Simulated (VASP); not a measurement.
**Ti: single point with PBE+D3(BJ)+U**

The system is Ti.

```xyz
1
Lattice="2.8423 0.0000 0.0000 -0.9474 2.6797 0.0000 -0.9474 -1.3399 2.3207" Properties=species:S:1:pos:R:3 pbc="T T T"
Ti    0.0000    0.0000    0.0000
```

```json
{
 "Program": "VASP 6.6.1",
 "Task": "single point",
 "Functional": "PBE",
 "Dispersion": "D3(BJ)",
 "Potentials or basis": "VASP PAW PBE potentials, release 64 (Ti_sv)",
 "Cutoff": "520 eV",
 "k mesh": "11 × 11 × 11",
 "Occupations": "tetrahedron",
 "Spin": "collinear spin, ferromagnetic start",
 "Starting moments": "[-2.52] μB",
 "Hubbard terms": "Ti d U = 6.0 eV",
 "Dipole correction": "no",
 "Further INCAR settings": "ALGO = Fast; EDIFF = 1e-06; NBANDS = 16"
}
```

- Pressure: 11.4 GPa
- Net moment: -1.84 μB per cell
- Site moments: Ti -1.32 μB
- Valence electrons inside the program's atomic spheres: Ti 10.17
- Dispersion energy per atom: -0.590 eV

Levels at points of the mesh, in eV from the Fermi level:
Spin up:
| k point | band 1 | band 2 | band 3 | band 4 | band 5 | band 6 | band 7 | band 8 | band 9 | band 10 |
| --- | --- | --- | --- | --- | --- | --- | --- | --- | --- | --- |
| (0.00, 0.00, 0.00) | -57.03 | -32.88 | -32.88 | -32.88 | -6.05 | 3.33 | 3.33 | 3.33 | 4.26 | 4.26 |
Spin down:
```tsv
k point	band 3	band 4	band 5	band 6	band 7	band 8	band 9	band 10	band 11	band 12
(0.00, 0.00, 0.00)	-34.07	-34.07	-7.25	-0.30	-0.30	-0.30	3.39	3.39	15.98	15.98
```

Eigenvalues of the final occupation matrices:
| site | spin | trace | eigenvalues |
| --- | --- | --- | --- |
| site 1 d | 1 | 0.27 | 0.03 0.03 0.03 0.09 0.09 |
| site 1 d | 2 | 1.50 | 0.13 0.13 0.41 0.41 0.41 |

Run time: 50 s on 1 thread of AMD EPYC 7R13 Processor (Zen 3), with other jobs on the host, peak memory 0.15 GiB.

Caveat: three body term missing; pairwise dispersion overbinds metals, which lowers pressure and volume; the U is typed as a test and isn't derived for this compound; tetrahedron occupations give inexact forces and stress in metals. The state reached can hang on the start; a lower one may exist.
